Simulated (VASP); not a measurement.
# Ba2W3 (Pm-3m) in VASP: further runs

The runs below take Ba2W3 through single point, relaxation of cell and atoms, with PBE.

Program: VASP 6.6.1. These are calculated values, not measurements. Logs are shortened: lines on timing, memory, paths and dates and some standing lists are left out, and cuts for length are marked.

## 1. The cell of the first run

It takes space group Pm-3m (No. 221, cubic). The conventional cell has a = 4.989 Å, b = 4.989 Å, c = 4.989 Å, α = 90.00°, β = 90.00°, γ = 90.00°. Ba (site symmetry m-3m) has 12 W at 3.53 Å and 8 Ba at 4.32 Å within 4.6 Å. Ba (site symmetry m-3m) has 6 W at 2.49 Å within 3.3 Å. W (site symmetry 4/mmm) has 2 Ba at 2.49 Å within 3.3 Å.

The cell was generated, and may not be a known phase.

## 2. Single point, PBE

The input, INCAR:

```
SYSTEM = Ba2W3
ALGO = Normal
EDIFF = 1E-6
ENCUT = 520
GGA = PE
ISIF = 2
ISMEAR = 0
LASPH = .TRUE.
LCHARG = .FALSE.
LREAL = .FALSE.
LWAVE = .FALSE.
NBANDS = 39
NELM = 60
PREC = Accurate
SIGMA = 0.1
```

The input, KPOINTS:

```
k-points
0
G
  4 4 4
  0 0 0
```

The input, POSCAR:

```
Ba2W3
1.0
    4.9887369500      0.0000000000      0.0000000000
    0.0000000000      4.9887369500      0.0000000000
    0.0000000000      0.0000000000      4.9887369500
Ba W
2 3
Direct
    0.0000000000      0.0000000000      0.0000000000
    0.5000000000      0.5000000000      0.5000000000
    0.0000000000      0.5000000000      0.5000000000
    0.5000000000      0.0000000000      0.5000000000
    0.5000000000      0.5000000000      0.0000000000
```

Potentials or basis: VASP PAW PBE potentials, release 64 (Ba_sv, W_sv).

Run with:

```sh
$ cat potpaw_PBE.64/Ba_sv/POTCAR potpaw_PBE.64/W_sv/POTCAR > POTCAR
$ mpirun -np 1 vasp_std > vasp.out
```

OUTCAR:

```text
SYSTEM = Ba2W3
   EDIFF = 1E-6
   ENCUT = 520
   GGA = PE
   ISIF = 2
   ISMEAR = 0
   LASPH = .TRUE.
   LREAL = .FALSE.
   NELM = 60
   PREC = Accurate

 ion  position               nearest neighbor table
   1  0.000  0.000  0.000-   3 3.53   4 3.53   5 3.53   3 3.53   4 3.53   3 3.53   5 3.53   3 3.53
                             4 3.53   5 3.53   4 3.53   5 3.53   2 4.32   2 4.32   2 4.32   2 4.32
   2  0.500  0.500  0.500-   3 2.49   4 2.49   5 2.49   5 2.49   4 2.49   3 2.49   1 4.32   1 4.32
                             1 4.32   1 4.32   1 4.32   1 4.32   1 4.32   1 4.32
   3  0.000  0.500  0.500-   2 2.49   2 2.49   1 3.53   1 3.53   1 3.53   1 3.53
   4  0.500  0.000  0.500-   2 2.49   2 2.49   1 3.53   1 3.53   1 3.53   1 3.53
   5  0.500  0.500  0.000-   2 2.49   2 2.49   1 3.53   1 3.53   1 3.53   1 3.53

  LATTYP: Found a simple cubic cell.
 ALAT       =     4.9887369500

  Lattice vectors:

 A1 = (   4.9887369500,   0.0000000000,   0.0000000000)
 A2 = (   0.0000000000,   4.9887369500,   0.0000000000)
 A3 = (   0.0000000000,   0.0000000000,   4.9887369500)

Analysis of symmetry for initial positions (statically):
=====================================================================
 Subroutine PRICEL returns:
 Original cell was already a primitive cell.

 Routine SETGRP: Setting up the symmetry group for a
 simple cubic supercell.

 Subroutine GETGRP returns: Found 48 space group operations
 (whereof 48 operations were pure point group operations)
 out of a pool of 48 trial point group operations.

The static configuration has the point symmetry O_h .

Analysis of symmetry for dynamics (positions and initial velocities):
=====================================================================
 Subroutine PRICEL returns:
 Original cell was already a primitive cell.

 Routine SETGRP: Setting up the symmetry group for a
 simple cubic supercell.

 Subroutine GETGRP returns: Found 48 space group operations
 (whereof 48 operations were pure point group operations)
 out of a pool of 48 trial point group operations.

The dynamic configuration has the point symmetry O_h .

 Subroutine INISYM returns: Found 48 space group operations
 (whereof 48 operations are pure point group operations),
 and found     1 'primitive' translations

----------------------------------------------------------------------------------------

                                     Primitive cell

  volume of cell :     124.1572

  direct lattice vectors                    reciprocal lattice vectors
     4.988736950  0.000000000  0.000000000     0.200451539  0.000000000  0.000000000
     0.000000000  4.988736950  0.000000000     0.000000000  0.200451539  0.000000000
     0.000000000  0.000000000  4.988736950     0.000000000  0.000000000  0.200451539

  length of vectors
     4.988736950  4.988736950  4.988736950     0.200451539  0.200451539  0.200451539

  position of ions in fractional coordinates (direct lattice)
     0.000000000  0.000000000  0.000000000
     0.500000000  0.500000000  0.500000000
     0.000000000  0.500000000  0.500000000
     0.500000000  0.000000000  0.500000000
     0.500000000  0.500000000  0.000000000

  ion indices of the primitive-cell ions
   primitive index   ion index
                 1           1
                 2           2
                 3           3
                 4           4
                 5           5

----------------------------------------------------------------------------------------

 KPOINTS: k-points

Automatic generation of k-mesh.
 Grid dimensions read from file:
 generate k-points for:    4    4    4

 Generating k-lattice:

  Cartesian coordinates                     Fractional coordinates (reciprocal lattice)
     0.050112885  0.000000000  0.000000000     0.250000000  0.000000000  0.000000000
     0.000000000  0.050112885  0.000000000     0.000000000  0.250000000  0.000000000
     0.000000000  0.000000000  0.050112885     0.000000000  0.000000000  0.250000000

  Length of vectors
     0.050112885  0.050112885  0.050112885

  Shift w.r.t. Gamma in fractional coordinates (k-lattice)
     0.000000000  0.000000000  0.000000000

 Subroutine IBZKPT returns following result:
 ===========================================

 Found     10 irreducible k-points:

 Following reciprocal coordinates:
            Coordinates               Weight
  0.000000  0.000000  0.000000      1.000000
  0.250000  0.000000  0.000000      6.000000
  0.500000  0.000000  0.000000      3.000000
  0.250000  0.250000  0.000000     12.000000
  0.500000  0.250000  0.000000     12.000000
  0.500000  0.500000  0.000000      3.000000
  0.250000  0.250000  0.250000      8.000000
  0.500000  0.250000  0.250000     12.000000
  0.500000  0.500000  0.250000      6.000000
  0.500000  0.500000  0.500000      1.000000
   k-points           NKPTS =     10   k-points in BZ     NKDIM =     10   number of bands    NBANDS=     39
   number of dos      NEDOS =    301   number of ions     NIONS =      5
   total plane-waves  NPLWV =  64000
   dimension x,y,z NGX =    40 NGY =   40 NGZ =   40
   dimension x,y,z NGXF=    80 NGYF=   80 NGZF=   80
   ions per type =               2   3
   NGX,Y,Z   is equivalent  to a cutoff of  13.33, 13.33, 13.33 a.u.
   NGXF,Y,Z  is equivalent  to a cutoff of  26.66, 26.66, 26.66 a.u.
 SYSTEM =  Ba2W3
   PREC   = accura    normal or accurate (medium, high low for compatibility)
   ISTART =      0    job   : 0-new  1-cont  2-samecut
   ICHARG =      2    charge: 1-file 2-atom 10-const
   ISPIN  =      1    spin polarized calculation?
   LNONCOLLINEAR =      F non collinear calculations
   LSORBIT =      F    spin-orbit coupling
   LASPH  =      T    aspherical Exc in radial PAW
   ENCUT  =  520.0 eV  38.22 Ry    6.18 a.u.   9.28  9.28  9.28*2*pi/ulx,y,z
   NELM   =     60;   NELMIN=  2; NELMDL= -5     # of ELM steps
   EDIFF  = 0.1E-05   stopping-criterion for ELM
   LREAL  =      F    real-space projection
   EDIFFG = 0.1E-04   stopping-criterion for IOM
   NSW    =      0    number of steps for IOM
   IBRION =     -1    ionic relax: 0-MD 1-quasi-New 2-CG
   NFREE  =      0    steps in history (QN), initial steepest desc. (CG)
   ISIF   =      2    stress and relaxation
   ISYM   =      2    0-nonsym 1-usesym 2-fastsym
   POTIM  = 0.5000    time-step for ionic-motion
   TEBEG  =    0.0;   TEEND  =   0.0 temperature during run
   PSTRESS=    0.0 pullay stress
   NELECT =      62.0000    total number of electrons
   NUPDOWN=      -1.0000    fix difference up-down
   EMIN   =  10.00;   EMAX   =-10.00  energy-range for DOS
   EFERMI =   0.00;   METHOD = LEGACY
   ISMEAR =     0;   SIGMA  =   0.10  broadening in eV -4-tet -1-fermi 0-gaus
   EFERMI_NEDOS =   21; number of points for ismear=-14 and -15
   IALGO  =     38    algorithm
   IMIX   =      4    mixing-type and parameters
     AMIX     =   0.40;   BMIX     =  1.00
     AMIX_MAG =   1.60;   BMIX_MAG =  1.00
  volume/ion in A,a.u.               =      24.83       167.57
  Fermi-wavevector in a.u.,A,eV,Ry     =   1.298817  2.454409 22.952033  1.686927
  Thomas-Fermi vector in A             =   2.430121
   LORBIT       =      0    0 simple, 1 ext, 2 COOP (PROOUT), +10 PAW based schemes
   GGA     = PE    functional components
   LHFCALC =     F    Hartree Fock is set to
   AEXX    =    0.0000 exact exchange contribution
   IVDW    =     0    specifies the selected vdW correction
   LEPSILON=     F    determine dielectric tensor
   LRPA    =     F    only Hartree local field effects (RPA)
 non-spin polarized calculation
 Gauss-broadening in eV      SIGMA  =   0.10
  energy-cutoff  :      520.00
  volume of cell :      124.16
 maximum number of plane-waves:      3407
 NGX is ok and might be reduce to    40
   NGX = 19   NGY = 19   NGZ = 19

 number of electron      61.9999995 magnetization

 Free energy of the ion-electron system (eV)
  ---------------------------------------------------
  ext. energy  EPLUGINS =         0.00000000
  ---------------------------------------------------
  free energy    TOTEN  =       -25.32249925 eV

  energy without entropy =      -25.25684900  energy(sigma->0) =      -25.28967413

 E-fermi :   5.6807     XC(G=0): -10.9616

 val. band max:        5.6644034998   @ k =   0.2500   0.2500   0.2500
 cond. band min:       5.7165559265   @ k =   0.5000   0.5000   0.0000
 fundamental gap:      0.0521524266
 Fermi energy:         5.6807365106

 k-point     1 :       0.0000    0.0000    0.0000
  band No.  band energies     occupation
      1     -68.5129      2.00000
      2     -68.5047      2.00000
      3     -68.5047      2.00000
      4     -33.1008      2.00000
      5     -33.1008      2.00000
      6     -33.1008      2.00000
[... 31 lines left out ...]
     38       8.1461      0.00000
     39       9.2615      0.00000

 k-point     2 :       0.2500    0.0000    0.0000
  band No.  band energies     occupation
      1     -68.5118      2.00000
      2     -68.5055      2.00000
      3     -68.5047      2.00000
      4     -33.1173      2.00000
      5     -33.0991      2.00000
      6     -33.0991      2.00000
[... 31 lines left out ...]
     38       8.0365      0.00000
     39       8.7464      0.00000

 k-point     3 :       0.5000    0.0000    0.0000
  band No.  band energies     occupation
      1     -68.5101      2.00000
      2     -68.5068      2.00000
      3     -68.5047      2.00000
      4     -33.1340      2.00000
      5     -33.0974      2.00000
      6     -33.0974      2.00000
[... 31 lines left out ...]
     38       8.0215      0.00000
     39       8.0215      0.00000

 k-point     4 :       0.2500    0.2500    0.0000
  band No.  band energies     occupation
      1     -68.5107      2.00000
      2     -68.5057      2.00000
      3     -68.5051      2.00000
      4     -33.1737      2.00000
      5     -33.0975      2.00000
      6     -33.0584      2.00000
[... 31 lines left out ...]
     38       7.7030      0.00000
     39       8.7263      0.00000
[... 166 lines left out ...]
     38       8.3250      0.00000
     39       8.3599      0.00000

 k-point     9 :       0.5000    0.5000    0.2500
  band No.  band energies     occupation
      1     -68.5071      2.00000
      2     -68.5068      2.00000
      3     -68.5068      2.00000
      4     -33.3101      2.00000
      5     -33.0470      2.00000
      6     -33.0168      2.00000
[... 31 lines left out ...]
     38       8.4896      0.00000
     39       8.4896      0.00000

 k-point    10 :       0.5000    0.5000    0.5000
  band No.  band energies     occupation
      1     -68.5067      2.00000
      2     -68.5067      2.00000
      3     -68.5067      2.00000
      4     -33.3563      2.00000
      5     -33.0168      2.00000
      6     -33.0168      2.00000
[... 31 lines left out ...]
     38       7.1319      0.00000
     39       8.7859      0.00000

------------------------ aborting loop because EDIFF is reached ----------------------------------------

  FORCE on cell =-STRESS in cart. coord.  units (eV):
  Direction    XX          YY          ZZ          XY          YZ          ZX
  --------------------------------------------------------------------------------------
  -------------------------------------------------------------------------------------
  Total       10.3047789     10.3047789     10.3047789     -0.0000000     -0.0000000      0.0000000
  in kB      132.9772808    132.9772808    132.9772808     -0.0000000     -0.0000000      0.0000000
  external PRESSURE =     132.9772808 kB  Pullay stress =       0.0000000 kB

 VOLUME and BASIS-vectors are now :
 -----------------------------------------------------------------------------
  energy-cutoff  :      520.00
  volume of cell :      124.16
      direct lattice vectors                 reciprocal lattice vectors
     4.988736950  0.000000000  0.000000000     0.200451539  0.000000000  0.000000000
     0.000000000  4.988736950  0.000000000     0.000000000  0.200451539  0.000000000
     0.000000000  0.000000000  4.988736950     0.000000000  0.000000000  0.200451539

 POSITION                                       TOTAL-FORCE (eV/Angst)
 -----------------------------------------------------------------------------------
      0.00000      0.00000      0.00000         0.000000      0.000000      0.000000
      2.49437      2.49437      2.49437         0.000000      0.000000      0.000000
      0.00000      2.49437      2.49437         0.000000      0.000000      0.000000
      2.49437      0.00000      2.49437         0.000000      0.000000      0.000000
      2.49437      2.49437      0.00000         0.000000      0.000000      0.000000
 -----------------------------------------------------------------------------------
    total drift:                                0.000000     -0.000000     -0.000000

  FREE ENERGIE OF THE ION-ELECTRON SYSTEM (eV)
  ---------------------------------------------------
  free  energy   TOTEN  =       -25.3224992535 eV

  energy  without entropy=      -25.2568489980  energy(sigma->0) =      -25.28967413
```

It took 52 s on 1 thread of Oxide Virtual Turin-like, shared host; peak memory 0.21 GiB.

What came out:

```yaml
Free_energy: -25.3225 eV
Pressure: 13.3 GPa
Band_gap_on_the_k_mesh: zero (bands 31 and 32 overlap by 0.71 eV)
```

Levels at points of the mesh, in eV from the Fermi level:
| k point | band 27 | band 28 | band 29 | band 30 | band 31 | band 32 | band 33 | band 34 | band 35 | band 36 |
| --- | --- | --- | --- | --- | --- | --- | --- | --- | --- | --- |
| (0.00, 0.00, 0.00) | -2.28 | -2.28 | -0.33 | -0.33 | -0.33 | 0.92 | 1.45 | 1.45 | 1.45 | 1.80 |
| (0.50, 0.00, 0.00) | -1.55 | -0.90 | -0.84 | -0.38 | -0.38 | -0.38 | -0.03 | 0.32 | 0.32 | 1.45 |
| (0.50, 0.50, 0.00) | -1.71 | -0.97 | -0.97 | -0.51 | -0.29 | -0.20 | -0.06 | 0.04 | 0.66 | 1.55 |
| (0.50, 0.50, 0.50) | -1.15 | -0.16 | -0.16 | -0.16 | 0.34 | 0.34 | 1.43 | 1.43 | 1.43 | 1.45 |

Caveat: the cell stands under pressure; spin-orbit coupling is left out, which moves the levels of the heavy elements.

## 3. Single point, PBE

This run uses another cell than the first one, of 26.97 Å³/atom.

The input, INCAR:

```
PREC = Accurate
ENCUT = 520
EDIFF = 1E-7
ISMEAR = 0
SIGMA = 0.1
LREAL = F
LASPH = T
NELM = 80
ALGO = Normal
ISIF = 2
LWAVE = F
LCHARG = F
GGA = PE
NBANDS = 39
```

The input, KPOINTS:

```
regular mesh
0
Gamma
  4 4 4
```

POSCAR, as its differences from that of step 2:

```diff
@@ -2,5 +2,5 @@
 1.0
-    4.9887369500      0.0000000000      0.0000000000
-    0.0000000000      4.9887369500      0.0000000000
-    0.0000000000      0.0000000000      4.9887369500
+    5.1280260860      0.0000000000      0.0000000000
+    0.0000000000      5.1280260860      0.0000000000
+    0.0000000000      0.0000000000      5.1280260860
 Ba W
```

Potentials or basis: VASP PAW PBE potentials, release 64 (Ba_sv, W_sv).

Run with:

```sh
$ cat potpaw_PBE.64/Ba_sv/POTCAR potpaw_PBE.64/W_sv/POTCAR > POTCAR
$ mpirun -np 1 vasp_std > vasp.out
```

OUTCAR:

```text
PREC = Accurate
   ENCUT = 520
   EDIFF = 1E-7
   ISMEAR = 0
   LREAL = F
   LASPH = T
   NELM = 80
   ISIF = 2
   GGA = PE

 ion  position               nearest neighbor table
   1  0.000  0.000  0.000-   3 3.63   4 3.63   5 3.63   3 3.63   4 3.63   3 3.63   5 3.63   3 3.63
                             4 3.63   5 3.63   4 3.63   5 3.63   2 4.44   2 4.44   2 4.44   2 4.44
   2  0.500  0.500  0.500-   3 2.56   4 2.56   5 2.56   5 2.56   4 2.56   3 2.56   1 4.44   1 4.44
                             1 4.44   1 4.44   1 4.44   1 4.44   1 4.44   1 4.44
   3  0.000  0.500  0.500-   2 2.56   2 2.56   1 3.63   1 3.63   1 3.63   1 3.63
[... 610 lines left out ...]
  -------------------------------------------------------------------------------------
  Total        3.9339536      3.9339536      3.9339536      0.0000000      0.0000000     -0.0000000
  in kB       46.7400469     46.7400469     46.7400469      0.0000000      0.0000000     -0.0000000
  external PRESSURE =      46.7400469 kB  Pullay stress =       0.0000000 kB

 VOLUME and BASIS-vectors are now :
 -----------------------------------------------------------------------------
  energy-cutoff  :      520.00
  volume of cell :      134.85
      direct lattice vectors                 reciprocal lattice vectors
     5.128026086  0.000000000  0.000000000     0.195006808  0.000000000  0.000000000
     0.000000000  5.128026086  0.000000000     0.000000000  0.195006808  0.000000000
     0.000000000  0.000000000  5.128026086     0.000000000  0.000000000  0.195006808

 POSITION                                       TOTAL-FORCE (eV/Angst)
 -----------------------------------------------------------------------------------
      0.00000      0.00000      0.00000         0.000000      0.000000      0.000000
      2.56401      2.56401      2.56401         0.000000      0.000000      0.000000
      0.00000      2.56401      2.56401         0.000000      0.000000      0.000000
      2.56401      0.00000      2.56401         0.000000      0.000000      0.000000
      2.56401      2.56401      0.00000         0.000000      0.000000      0.000000
 -----------------------------------------------------------------------------------
    total drift:                                0.000000     -0.000000     -0.000000

  FREE ENERGIE OF THE ION-ELECTRON SYSTEM (eV)
  ---------------------------------------------------
  free  energy   TOTEN  =       -25.9022194256 eV

  energy  without entropy=      -25.8275855955  energy(sigma->0) =      -25.86490251
```

stdout:

```text
POSCAR found type information on POSCAR BaW
 POSCAR found :  2 types and       5 ions
 scaLAPACK will be used
 LDA part: xc-table for (Slater+PW92), standard interpolation
 POSCAR, INCAR and KPOINTS ok, starting setup
 FFT: planning ... GRIDC
 FFT: planning ... GRID_SOFT
 FFT: planning ... GRID
 WAVECAR not read
 entering main loop
```

It took 92 s on 1 thread of Oxide Virtual Turin-like, shared host; peak memory 0.22 GiB.

Results:

| Item | Value |
| --- | --- |
| Free energy | -25.9022 eV |
| Pressure | 4.7 GPa |
| Band gap on the k mesh | zero (bands 31 and 32 overlap by 0.66 eV) |

Levels at points of the mesh, in eV from the Fermi level:
```
           k point  band 27  band 28  band 29  band 30  band 31  band 32  band 33  band 34  band 35  band 36
(0.00, 0.00, 0.00)    -1.98    -1.98    -0.24    -0.24    -0.24     0.52     1.32     1.32     1.32     1.60
(0.50, 0.00, 0.00)    -1.31    -0.80    -0.68    -0.43    -0.32    -0.32    -0.02     0.29     0.29     1.33
(0.50, 0.50, 0.00)    -1.49    -0.85    -0.85    -0.49    -0.28    -0.10    -0.02     0.12     0.61     1.38
(0.50, 0.50, 0.50)    -0.96    -0.11    -0.11    -0.11     0.34     0.34     1.28     1.28     1.28     1.30
```

Caveat: the cell stands under pressure; spin-orbit coupling is left out, which moves the levels of the heavy elements.

(Part 1 of 2 ends here.)

The gap in the log of VASP goes by the Fermi energy; the results here count the filled bands.